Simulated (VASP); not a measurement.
A run of VASP 6.6.1 is set up as follows.

File INCAR:

```
ALGO = Fast
EDIFF = 1E-6
ENCUT = 520
GGA = PE
ISIF = 2
ISMEAR = 0
LASPH = True
LCHARG = False
LREAL = False
LWAVE = False
NBANDS = 16
NELM = 60
PREC = Accurate
SIGMA = 0.15
```

The input KPOINTS:

```
k-points
0
Gamma
  10 10 14
```

Contents of POSCAR:

```
Al2Cu
1.0
    4.3135000000      0.0000000000      0.0000000000
    0.0000000000      4.3135000000      0.0000000000
    0.0000000000      0.0000000000      3.1155000000
Al Cu
2 1
Direct
    0.5000000000      0.0000000000      0.5000000000
    0.0000000000      0.5000000000      0.5000000000
    0.0000000000      0.0000000000      0.0000000000
```

Potentials or basis: VASP PAW PBE potentials, release 64 (Al, Cu).

The run is started by

```console
$ cat potpaw_PBE.64/Al/POTCAR potpaw_PBE.64/Cu/POTCAR > POTCAR
$ mpirun -np 1 vasp_std > vasp.out
```

**Question.** Estimate the pressure.

**Answer.** -10.1 GPa.

Stress tensor (GPa, compression positive):
```
 -9.58   0.00   0.00
  0.00  -9.58   0.00
  0.00   0.00 -11.22
```
